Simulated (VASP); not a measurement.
Set up this calculation in VASP 6.6.1, as the native input.

| Property | Result |
| --- | --- |
| Task | single point |
| Functional | PBE |
| Potentials or basis | VASP PAW PBE potentials, release 64 (Mg, Ga_d, As) |
| Cutoff | 520 eV |
| k mesh | 6 × 4 × 2 |
| Occupations | gaussian, width 0.1 eV |
| Spin | no spin polarisation |
| Dipole correction | no |
| Further INCAR settings | ALGO = Fast; EDIFF = 1e-07; NBANDS = 37 |

The structure of MgGa3As3 lies in POSCAR:

```
MgGa3As3
1.0
    3.8445769658      0.0000000000      0.0000000000
    0.0000000000      4.3333470691      0.0000000000
    0.0000000000      0.0000000000     10.0010567067
Mg Ga As
1 3 3
Direct
    0.5000000000      0.0000000000      0.0000000000
    0.5000000000      0.5000000000      0.1989005320
    0.5000000000      0.5000000000      0.8010994680
    0.0000000000      0.0000000000      0.5000000000
    0.5000000000      0.0000000000      0.3303850831
    0.0000000000      0.5000000000      0.0000000000
    0.5000000000      0.0000000000      0.6696149169
```

The cell was built from a structure type or drawn by symmetry, and may not be a known phase.

One way to write it, as run:

INCAR

```
SYSTEM = MgGa3As3
PREC = Accurate
ENCUT = 520
EDIFF = 1E-7
ISMEAR = 0
SIGMA = 0.1
LREAL = .False.
LASPH = .True.
NELM = 60
ALGO = Fast
ISIF = 2
LWAVE = .False.
LCHARG = .True.
GGA = PE
LELF = .True.
LVHAR = .True.
NBANDS = 37
```

KPOINTS

```
regular mesh
0
Gamma
  6 4 2
  0 0 0
```

Potentials or basis: VASP PAW PBE potentials, release 64 (Mg, Ga_d, As).

The run is started by

```bash
$ cat potpaw_PBE.64/Mg/POTCAR potpaw_PBE.64/Ga_d/POTCAR potpaw_PBE.64/As/POTCAR > POTCAR
$ mpirun -np 1 vasp_std > vasp.out
```

It gave:

```yaml
Pressure: 0.1 GPa
Largest_force: 0.011 eV/Å
Band_gap_on_the_k_mesh: zero (bands 28 and 29 overlap by 0.83 eV)
```

Caveat: the k points lie up to 0.36 Å⁻¹ apart, too coarse for converged energies and pressures of a metal.

Wall time 110 s on 1 thread of Intel(R) Xeon(R) 6975P-C (Granite Rapids), on a shared host, peak memory 0.34 GiB.
